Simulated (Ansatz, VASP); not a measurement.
**Two plane-wave programs on MgZn2TeS2**

INCAR

```
SYSTEM = MgZn2TeS2
  PREC = Accurate
  ENCUT = 600
  EDIFF = 1E-7
  ISMEAR = 0
  SIGMA = 0.1
  LREAL = .False.
  LASPH = .True.
  NELM = 80
  ALGO = Normal
  ISIF = 3
  LWAVE = .False.
  LCHARG = .False.
  GGA = PE
  IBRION = 2
  NSW = 90
  EDIFFG = -0.04
```

File KPOINTS:

```
Automatic mesh
0
Gamma
  4 4 2
  0 0 0
```

Contents of POSCAR:

```
MgZn2TeS2
1.0
    4.0254184100      0.0000000000      0.0000000000
    0.0000000000      4.0254184100      0.0000000000
    0.0000000000      0.0000000000      7.8773665000
Mg Zn Te S
1 2 1 2
Direct
    0.0000000000      0.0000000000      0.5000000000
    0.0000000000      0.5000000000      0.5000000000
    0.5000000000      0.0000000000      0.5000000000
    0.0000000000      0.0000000000      0.0000000000
    0.5000000000      0.5000000000      0.7212759900
    0.5000000000      0.5000000000      0.2787240100
```

Input for Ansatz:

```yaml
crystal:
  lattice:
    - [4.02541841, 0.0, 0.0]
    - [0.0, 4.02541841, 0.0]
    - [0.0, 0.0, 7.8773665]
  atoms:
    - { symbol: Mg, position: [0.0, 0.0, 0.5] }
    - { symbol: Zn, position: [0.0, 0.5, 0.5] }
    - { symbol: Zn, position: [0.5, 0.0, 0.5] }
    - { symbol: Te, position: [0.0, 0.0, 0.0] }
    - { symbol: S, position: [0.5, 0.5, 0.72127599] }
    - { symbol: S, position: [0.5, 0.5, 0.27872401] }
basis:
  ecutwfc: 420
kpoints:
  mp_grid: { grid: [4, 4, 2] }
hamiltonian:
  xc: pbe
scf:
  occupations: { method: gaussian, width: 0.1 }
  lower_state_search: "off"
output:
  forces: true
  stress: true
  eigenvalues: true
relax:
  adjacent_minimum: "off"
  f_tol: 0.04
  max_steps: 70
  cell: { stress_tol: 0.4 }
```

Change from the starting cell: species swapped into the Ba2CuTeO2 type (P4/mmm, No. 123).

Alike in both runs: task relaxation of cell and atoms; functional PBE; k mesh 4 × 4 × 2; occupations gaussian, width 0.1 eV; no spin polarisation.

```csv
,VASP,Ansatz
version,VASP 6.6.1,Ansatz 0.2.0
potentials or method,"VASP PAW PBE potentials, release 64 (Mg, Zn, Te, S), cutoff 600 eV","scalar-relativistic, plane waves, PAW"
valence electrons in the cell,44,62
```

Ansatz gave:

```
gap on the k mesh at the Fermi level, each at its own relaxed structure (eV)  : none
relaxed volume (Å³/atom)                                                      : 26.04
relaxed length of the cell vector where the two differ most in proportion (Å) : 5.255
```

Q: What did VASP give for the same quantities?

A: gap on the k mesh at the Fermi level, each at its own relaxed structure (eV): none; relaxed volume (Å³/atom): 25.91; relaxed length of the cell vector where the two differ most in proportion (Å): 5.470.

A gap of «none» marks a metal or a gap that the smearing closes. VASP's potentials hold 44 valence electrons a cell and Ansatz's 62, so a difference there can come from the potentials and not from the codes.

The k mesh is coarse, so the values compare programs but aren't converged. Spin-orbit coupling is off throughout. Noted on VASP's run: the volume moved by over 15 % at a fixed basis, so the end points are rough.
